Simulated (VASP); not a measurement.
# CaSe (P6_3/mmc) in VASP: a series of runs

CaSe is run at these levels: r2SCAN; tasks: single point.

All numbers are computed with VASP 6.6.1; they aren't measurements. Logs are shortened: lines on timing, memory, paths and dates and some standing lists are left out, and cuts for length are marked.

### Step 1. The cell of the first run

The structure is hexagonal, space group P6_3/mmc (No. 194). The conventional cell has a = 5.055 Å, b = 5.055 Å, c = 5.934 Å, α = 90.00°, β = 90.00°, γ = 120.00°. Ca (site symmetry -6m2) has 5 Se at 2.92 to 2.97 Å within 3.8 Å. Within 3.8 Å of Se (site symmetry -6m2) lie 5 Ca at 2.92 to 2.97 Å.

### Step 2. Single point, r2SCAN (volume changed by +3%)

POSCAR reads:

```
CaSe
1.0
    5.0551602614      0.0000000000      0.0000000000
   -2.5275801307      4.3778972066      0.0000000000
    0.0000000000      0.0000000000      5.9339116218
Ca Se
2 2
Direct
    0.3333333333      0.6666666667     -0.0624992787
    0.6666666667      0.3333333333      0.4375007213
    0.3333333333      0.6666666667      0.4374992787
    0.6666666667      0.3333333333      0.9374992787
```

INCAR.step1 reads:

```
PREC     = Accurate       # precision mode
ENCUT    = 520            # plane-wave cutoff, eV
ISMEAR   = 0              # smearing method
SIGMA    = 0.01           # smearing width, eV
LREAL    = False          # projectors in reciprocal space
LASPH    = True           # aspherical terms in the spheres
NELM     = 100            # most SCF steps
NBANDS   = 24             # bands
GGA      = PE             # functional
ALGO     = Normal         # electronic algorithm
EDIFF    = 1E-4           # SCF threshold, eV
LWAVE    = True           # write WAVECAR
LCHARG   = False          # write CHGCAR
```

INCAR.step2 reads:

```
PREC     = Accurate       # precision mode
ENCUT    = 520            # plane-wave cutoff, eV
EDIFF    = 1E-6           # SCF threshold, eV
ISMEAR   = 0              # smearing method
SIGMA    = 0.01           # smearing width, eV
LREAL    = False          # projectors in reciprocal space
LASPH    = True           # aspherical terms in the spheres
NELM     = 100            # most SCF steps
ALGO     = Normal         # electronic algorithm
ISIF     = 2              # what is computed and relaxed
LWAVE    = False          # write WAVECAR
LCHARG   = False          # write CHGCAR
METAGGA  = R2SCAN         # meta-GGA
LMIXTAU  = True         
NBANDS   = 24             # bands
ISTART   = 1
```

KPOINTS reads:

```
regular mesh
0
Gamma
  6 6 4
```

Potentials or basis: VASP PAW PBE potentials, release 64 (Ca_sv, Se).

Started as:

```bash
$ cat potpaw_PBE.64/Ca_sv/POTCAR potpaw_PBE.64/Se/POTCAR > POTCAR
$ cp INCAR.step1 INCAR
$ mpirun -np 1 vasp_std > vasp.out
$ cp INCAR.step2 INCAR
$ mpirun -np 1 vasp_std > vasp.out
```

OUTCAR:

```text
PREC = Accurate
   ENCUT = 520
   EDIFF = 1E-6
   ISMEAR = 0
   LREAL = False
   LASPH = True
   NELM = 100
   ISIF = 2
   METAGGA = R2SCAN
   ISTART = 1

 ion  position               nearest neighbor table
   1  0.333  0.667  0.938-   4 2.92   4 2.92   4 2.92   3 2.97   3 2.97
   2  0.667  0.333  0.438-   3 2.92   3 2.92   3 2.92   4 2.97   4 2.97
   3  0.333  0.667  0.437-   2 2.92   2 2.92   2 2.92   1 2.97   1 2.97
   4  0.667  0.333  0.937-   1 2.92   1 2.92   1 2.92   2 2.97   2 2.97

  LATTYP: Found a hexagonal cell.
 ALAT       =     5.0551602614
 C/A-ratio  =     1.1738325424

  Lattice vectors:

 A1 = (   5.0551602614,   0.0000000000,   0.0000000000)
 A2 = (  -2.5275801307,   4.3778972066,   0.0000000000)
 A3 = (   0.0000000000,   0.0000000000,   5.9339116218)

Analysis of symmetry for initial positions (statically):
=====================================================================
 Subroutine PRICEL returns:
 Original cell was already a primitive cell.

 Routine SETGRP: Setting up the symmetry group for a
 hexagonal supercell.

 Subroutine GETGRP returns: Found 24 space group operations
 (whereof  6 operations were pure point group operations)
 out of a pool of 24 trial point group operations.

The static configuration has the point symmetry C_3v.
 The point group associated with its full space group is D_6h.

Analysis of symmetry for dynamics (positions and initial velocities):
=====================================================================
 Subroutine PRICEL returns:
 Original cell was already a primitive cell.

 Routine SETGRP: Setting up the symmetry group for a
 hexagonal supercell.

 Subroutine GETGRP returns: Found 24 space group operations
 (whereof  6 operations were pure point group operations)
 out of a pool of 24 trial point group operations.

The dynamic configuration has the point symmetry C_3v.
 The point group associated with its full space group is D_6h.

 Subroutine INISYM returns: Found 24 space group operations
 (whereof  6 operations are pure point group operations),
 and found     1 'primitive' translations

----------------------------------------------------------------------------------------

[... 87 lines left out ...]
   LNONCOLLINEAR =      F non collinear calculations
   LSORBIT =      F    spin-orbit coupling
   LASPH  =      T    aspherical Exc in radial PAW
   ENCUT  =  520.0 eV  38.22 Ry    6.18 a.u.   9.40  9.40 11.03*2*pi/ulx,y,z
   NELM   =    100;   NELMIN=  2; NELMDL=  0     # of ELM steps
   EDIFF  = 0.1E-05   stopping-criterion for ELM
   LREAL  =      F    real-space projection
   EDIFFG = 0.1E-04   stopping-criterion for IOM
   NSW    =      0    number of steps for IOM
   IBRION =     -1    ionic relax: 0-MD 1-quasi-New 2-CG
   NFREE  =      0    steps in history (QN), initial steepest desc. (CG)
   ISIF   =      2    stress and relaxation
   ISYM   =      2    0-nonsym 1-usesym 2-fastsym
   POTIM  = 0.5000    time-step for ionic-motion
   TEBEG  =    0.0;   TEEND  =   0.0 temperature during run
   PSTRESS=    0.0 pullay stress
   NELECT =      32.0000    total number of electrons
   NUPDOWN=      -1.0000    fix difference up-down
   EMIN   =  10.00;   EMAX   =-10.00  energy-range for DOS
   EFERMI =   0.00;   METHOD = LEGACY
   ISMEAR =     0;   SIGMA  =   0.01  broadening in eV -4-tet -1-fermi 0-gaus
   EFERMI_NEDOS =   21; number of points for ismear=-14 and -15
   IALGO  =     38    algorithm
   IMIX   =      4    mixing-type and parameters
     AMIX     =   0.40;   BMIX     =  1.00
     AMIX_MAG =   1.60;   BMIX_MAG =  1.00
  volume/ion in A,a.u.               =      32.83       221.55
  Fermi-wavevector in a.u.,A,eV,Ry     =   1.022534  1.932309 14.225914  1.045575
  Thomas-Fermi vector in A             =   2.156218
   LORBIT       =      0    0 simple, 1 ext, 2 COOP (PROOUT), +10 PAW based schemes
   METAGGA = R2SCAN    functional components
   LHFCALC =     F    Hartree Fock is set to
   AEXX    =    0.0000 exact exchange contribution
   IVDW    =     0    specifies the selected vdW correction
   LEPSILON=     F    determine dielectric tensor
   LRPA    =     F    only Hartree local field effects (RPA)
 non-spin polarized calculation
 Gauss-broadening in eV      SIGMA  =   0.01
  energy-cutoff  :      520.00
  volume of cell :      131.32
 maximum number of plane-waves:      3587
 NGX is ok and might be reduce to    40
   NGX = 19   NGY = 19   NGZ = 23

 number of electron      31.9999998 magnetization

 Free energy of the ion-electron system (eV)
  ---------------------------------------------------
  ext. energy  EPLUGINS =         0.00000000
  ---------------------------------------------------
  free energy    TOTEN  =       -51.35482963 eV

  energy without entropy =      -51.35482963  energy(sigma->0) =      -51.35482963

 E-fermi :   0.8141     XC(G=0):  -8.3281

 val. band max:        0.7391499472   @ k =   0.0000   0.0000   0.0000
 cond. band min:       3.6868812003   @ k =   0.3333   0.3333   0.0000
 fundamental gap:      2.9477312531
 Fermi energy:         0.8141155680

 k-point     1 :       0.0000    0.0000    0.0000
  band No.  band energies     occupation
      1     -40.7948      2.00000
      2     -40.7878      2.00000
      3     -20.9490      2.00000
      4     -20.9490      2.00000
      5     -20.9414      2.00000
      6     -20.9238      2.00000
[... 556 lines left out ...]
     23       6.8348      0.00000
     24       6.8348      0.00000

------------------------ aborting loop because EDIFF is reached ----------------------------------------

  FORCE on cell =-STRESS in cart. coord.  units (eV):
  Direction    XX          YY          ZZ          XY          YZ          ZX
  --------------------------------------------------------------------------------------
  -------------------------------------------------------------------------------------
  Total       -0.7322731     -0.7322731     -0.8725436      0.0000000     -0.0000000      0.0000000
  in kB       -8.9339203     -8.9339203    -10.6452568      0.0000000     -0.0000000      0.0000000
  external PRESSURE =      -9.5043658 kB  Pullay stress =       0.0000000 kB

 VOLUME and BASIS-vectors are now :
 -----------------------------------------------------------------------------
  energy-cutoff  :      520.00
  volume of cell :      131.32
      direct lattice vectors                 reciprocal lattice vectors
     5.055160261  0.000000000  0.000000000     0.197817665  0.114210082  0.000000000
    -2.527580131  4.377897207  0.000000000     0.000000000  0.228420164  0.000000000
     0.000000000  0.000000000  5.933911622     0.000000000  0.000000000  0.168522901

 POSITION                                       TOTAL-FORCE (eV/Angst)
 -----------------------------------------------------------------------------------
     -0.00000      2.91860      5.56305         0.000000      0.000000     -0.000000
      2.52758      1.45930      2.59609        -0.000000     -0.000000     -0.000000
     -0.00000      2.91860      2.59608        -0.000000     -0.000000     -0.000000
      2.52758      1.45930      5.56304         0.000000     -0.000000      0.000000
 -----------------------------------------------------------------------------------
    total drift:                               -0.000000      0.000000      0.005969

  FREE ENERGIE OF THE ION-ELECTRON SYSTEM (eV)
  ---------------------------------------------------
  free  energy   TOTEN  =       -51.3548296314 eV

  energy  without entropy=      -51.3548296314  energy(sigma->0) =      -51.35482963
```

Wall time 3 min (1 thread of AMD EPYC 9R45 (Zen 5), shared host); peak memory 0.29 GiB.

What came out:

```
Free energy            : -51.3548 eV
Pressure               : -1.0 GPa
Band gap on the k mesh : 2.95 eV, indirect (least direct gap 2.99 eV)
```

Stress tensor (GPa, compression positive):
```
-0.89  0.00  0.00
 0.00 -0.89  0.00
 0.00  0.00 -1.06
```

Levels at points of the mesh, in eV from the valence-band top:
| k point | band 14 | band 15 | band 16 | band 17 | band 18 | band 19 |
| --- | --- | --- | --- | --- | --- | --- |
| (0.00, 0.00, 0.00) | -1.01 | -1.01 | 0.00 | 2.99 | 4.11 | 4.11 |
| (0.50, 0.00, 0.00) | -1.39 | -0.95 | -0.49 | 3.58 | 3.71 | 4.16 |
| (0.00, 0.00, 0.50) | -1.33 | -1.33 | -1.33 | 4.18 | 4.18 | 5.51 |
| (0.50, 0.00, 0.50) | -1.19 | -1.00 | -1.00 | 4.04 | 4.04 | 5.18 |

Caveat: the PAW data sets were made with another functional, which shifts forces and pressure a little. A k mesh can miss the band edges.

### Step 3. Single point, r2SCAN (volume changed by +6%)

POSCAR reads:

```
CaSe
1.0
    5.1037705536      0.0000000000      0.0000000000
   -2.5518852768      4.4199949545      0.0000000000
    0.0000000000      0.0000000000      5.9909719647
Ca Se
2 2
Direct
    0.3333333333      0.6666666667     -0.0624992787
    0.6666666667      0.3333333333      0.4375007213
    0.3333333333      0.6666666667      0.4374992787
    0.6666666667      0.3333333333      0.9374992787
```

INCAR.step1 reads:

```
  PREC = Accurate
  ENCUT = 520
  ISMEAR = 0
  SIGMA = 0.01
  LREAL = F
  LASPH = T
  NELM = 100
  NBANDS = 24
  GGA = PE
  ALGO = Normal
  EDIFF = 1E-4
  LWAVE = T
  LCHARG = F
```

INCAR.step2 reads:

```
  PREC = Accurate
  ENCUT = 520
  EDIFF = 1E-7
  ISMEAR = 0
  SIGMA = 0.01
  LREAL = F
  LASPH = T
  NELM = 100
  ALGO = Normal
  ISIF = 2
  LWAVE = F
  LCHARG = T
  METAGGA = R2SCAN
  LMIXTAU = T
  LELF = T
  LVHAR = T
  NBANDS = 24
  ISTART = 1
```

KPOINTS is that of step 2.

Potentials or basis: VASP PAW PBE potentials, release 64 (Ca_sv, Se).

Started as:

```bash
$ cat potpaw_PBE.64/Ca_sv/POTCAR potpaw_PBE.64/Se/POTCAR > POTCAR
$ cp INCAR.step1 INCAR
$ mpirun -np 1 vasp_std > vasp.out
$ cp INCAR.step2 INCAR
$ mpirun -np 1 vasp_std > vasp.out
```

OUTCAR:

```text
PREC = Accurate
   ENCUT = 520
   EDIFF = 1E-7
   ISMEAR = 0
   LREAL = F
   LASPH = T
   NELM = 100
   ISIF = 2
   METAGGA = R2SCAN
   ISTART = 1

 ion  position               nearest neighbor table
   1  0.333  0.667  0.938-   4 2.95   4 2.95   4 2.95
   2  0.667  0.333  0.438-   3 2.95   3 2.95   3 2.95
   3  0.333  0.667  0.437-   2 2.95   2 2.95   2 2.95
   4  0.667  0.333  0.937-   1 2.95   1 2.95   1 2.95

  LATTYP: Found a hexagonal cell.
 ALAT       =     5.1037705536
[... 760 lines left out ...]

  FORCE on cell =-STRESS in cart. coord.  units (eV):
  Direction    XX          YY          ZZ          XY          YZ          ZX
  --------------------------------------------------------------------------------------
  -------------------------------------------------------------------------------------
  Total       -1.5445547     -1.5445547     -1.8320908      0.0000000     -0.0000000      0.0000000
  in kB      -18.3106464    -18.3106464    -21.7193780      0.0000000     -0.0000000      0.0000000
  external PRESSURE =     -19.4468903 kB  Pullay stress =       0.0000000 kB

 VOLUME and BASIS-vectors are now :
 -----------------------------------------------------------------------------
  energy-cutoff  :      520.00
  volume of cell :      135.15
      direct lattice vectors                 reciprocal lattice vectors
     5.103770554  0.000000000  0.000000000     0.195933573  0.113122301  0.000000000
    -2.551885277  4.419994954  0.000000000     0.000000000  0.226244602  0.000000000
     0.000000000  0.000000000  5.990971965     0.000000000  0.000000000  0.166917823

 POSITION                                       TOTAL-FORCE (eV/Angst)
 -----------------------------------------------------------------------------------
     -0.00000      2.94666      5.61654        -0.000000      0.000000      0.000000
      2.55189      1.47333      2.62105         0.000000      0.000000      0.000000
     -0.00000      2.94666      2.62105        -0.000000     -0.000000     -0.000000
      2.55189      1.47333      5.61653         0.000000      0.000000     -0.000000
 -----------------------------------------------------------------------------------
    total drift:                               -0.000000      0.000000      0.006075

  FREE ENERGIE OF THE ION-ELECTRON SYSTEM (eV)
  ---------------------------------------------------
  free  energy   TOTEN  =       -51.3206739363 eV

  energy  without entropy=      -51.3206739363  energy(sigma->0) =      -51.32067394
```

OUTCAR.step1:

```text
PREC = Accurate
   ENCUT = 520
   ISMEAR = 0
   LREAL = F
[... 793 lines left out ...]
     -0.00000      2.94666      5.61654        -0.000000     -0.000000     -0.000000
      2.55189      1.47333      2.62105         0.000000      0.000000     -0.000000
     -0.00000      2.94666      2.62105         0.000000     -0.000000      0.000000
      2.55189      1.47333      5.61653        -0.000000      0.000000     -0.000000
 -----------------------------------------------------------------------------------
    total drift:                               -0.000000      0.000000      0.006079

  FREE ENERGIE OF THE ION-ELECTRON SYSTEM (eV)
  ---------------------------------------------------
  free  energy   TOTEN  =       -18.4784868926 eV

  energy  without entropy=      -18.4784868926  energy(sigma->0) =      -18.47848689
```

Wall time 3.5 min (1 thread of AMD EPYC 9R45 (Zen 5), shared host); peak memory 0.29 GiB.

Results:

```yaml
Free_energy: -51.3207 eV
Pressure: -1.9 GPa
Band_gap_on_the_k_mesh: 2.93 eV, direct
```

Caveat: the PAW data sets were made with another functional, which shifts forces and pressure a little. A k mesh can miss the band edges.
